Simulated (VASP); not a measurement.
A run of VASP 6.6.1 is set up as follows.

POSCAR

```
PbS
1.0
    9.9918830000      0.0000000000      0.0000000000
   -4.9959420000      8.6532250000      0.0000000000
    0.0000000000      0.0000000000      5.9963900000
Pb S
8 8
Direct
    0.1644334886      0.3354314721     -0.0625991638
    0.3289191072      0.1636872958      0.4319106996
    0.1615016285      0.8292266756     -0.0662792113
    0.3321004854      0.6658972811      0.4384544701
    0.6679995488      0.3346622791     -0.0651895557
    0.8341774473      0.1658689101      0.4402809023
    0.6723547537      0.8360837722     -0.0651915569
    0.8382161710      0.6676202225      0.4322910951
    0.1626842315      0.3277463605      0.4444190588
    0.3310590806      0.1647844590      0.9344555641
    0.1753249759      0.8387776812      0.4315443125
    0.3270290112      0.6619439573      0.9446156771
    0.6656801855      0.3383767324      0.4521036824
    0.8311117619      0.1721506144      0.9384341245
    0.6775029998      0.8336129015      0.4380365520
    0.8406059623      0.6670726810      0.9351629897
```

Contents of INCAR.step1:

```
PREC = Accurate ; ENCUT = 520
ISMEAR = -1 ; SIGMA = 0.112
LREAL = Auto ; LASPH = True
NELM = 80 ; NBANDS = 94
GGA = PE ; ALGO = Normal
EDIFF = 1E-4 ; LWAVE = True
LCHARG = False
```

INCAR.step2

```
PREC = Accurate ; ENCUT = 520
EDIFF = 1E-6 ; ISMEAR = -1
SIGMA = 0.112 ; LREAL = Auto
LASPH = True ; NELM = 80
ALGO = Normal ; ISIF = 2
LWAVE = False ; LCHARG = False
METAGGA = R2SCAN ; LMIXTAU = True
NBANDS = 94 ; ISTART = 1
```

File KPOINTS:

```
Automatic mesh
0
Gamma
  3 3 2
```

Potentials or basis: VASP PAW PBE potentials, release 64 (Pb_d, S).

Command:

```sh
$ cat potpaw_PBE.64/Pb_d/POTCAR potpaw_PBE.64/S/POTCAR > POTCAR
$ cp INCAR.step1 INCAR
$ mpirun -np 1 vasp_std > vasp.out
$ cp INCAR.step2 INCAR
$ mpirun -np 1 vasp_std > vasp.out
```

(1) Estimate the band gap on the k mesh.

(2) What does it give for the pressure?

(3) Predict the largest force.

## Answers

(1) 1.65 eV.

(2) 0.8 GPa.

(3) 0.350 eV/Å.

Caveat: the k points lie up to 0.52 Å⁻¹ apart; the atoms stand as in a frame of molecular dynamics; the structure was generated, so it needn't be the stable form of PbS; the PAW data sets were made with another functional, which shifts forces and pressure a little; spin-orbit coupling is left out, which moves the levels of the heavy elements.
